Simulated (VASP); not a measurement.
Set up this calculation in VASP 6.6.1, as the native input.

```
Task                   : single point
Functional             : PBE
Potentials or basis    : VASP PAW PBE potentials, release 64 (Si)
Cutoff                 : 520 eV
k mesh                 : 2 × 2 × 2
Occupations            : fermi-dirac, width 0.05 eV
Spin                   : no spin polarisation
Dipole correction      : no
Further INCAR settings : LREAL = Auto; ALGO = Normal; EDIFF = 1e-07; NBANDS = 48
```

The structure of Si (a cell with a defect) lies in POSCAR:

```
Si
1.0
    0.0000000000      5.4300000000      5.4300000000
    5.4300000000      0.0000000000      5.4300000000
    5.4300000000      5.4300000000      0.0000000000
Si
17
Direct
    0.0100475138     -0.0018740331     -0.0066482505
    0.1270134438      0.1150289134      0.1317364641
    0.0096085635     -0.0223895948      0.5034107735
    0.1472431860      0.1154814917      0.6216225599
   -0.0142709024      0.4848044199      0.0443786372
    0.1270104972      0.6258604052      0.1318257827
    0.0096658379      0.5092735727      0.5034091160
    0.1106950276      0.6099839779      0.6690896869
    0.4992987109     -0.0018662983     -0.0068891344
    0.6402554328      0.1393246777      0.0807928177
    0.5150632597      0.0142980663      0.4560708103
    0.6156724678      0.1153107735      0.6216656538
    0.4992966851      0.5091736648     -0.0069510129
    0.6158898711      0.6258570902      0.1320397790
    0.4776792818      0.5094728361      0.5032323204
    0.6155852670      0.6472519337      0.6217594843
    0.8127675875      0.3123484346      0.5623519337
```

The input as run:

INCAR

```
SYSTEM = Si
ALGO = Normal ; EDIFF = 1E-7
ENCUT = 520 ; GGA = PE
ISIF = 2 ; ISMEAR = -1
LASPH = .TRUE. ; LCHARG = .FALSE.
LREAL = Auto ; LWAVE = .FALSE.
NBANDS = 48 ; NELM = 100
PREC = Accurate ; SIGMA = 0.05
```

KPOINTS

```
k-points
0
G
  2 2 2
  0 0 0
```

Potentials or basis: VASP PAW PBE potentials, release 64 (Si).

Command:

```bash
$ cat potpaw_PBE.64/Si/POTCAR > POTCAR
$ mpirun -np 1 vasp_std > vasp.out
```

It gave:

```json
{"Pressure": "5.1 GPa", "Largest force": "0.062 eV/Å", "Band gap on the k mesh": "zero (band 34 reaches 6.80 eV, above the bottom of band 35 at 6.76 eV)"}
```

Caveat: the k points lie up to 0.50 Å⁻¹ apart.

It took 3.6 min on 1 thread of Intel(R) Xeon(R) Platinum 8488C (Sapphire Rapids), on a shared host, peak memory 0.46 GiB.
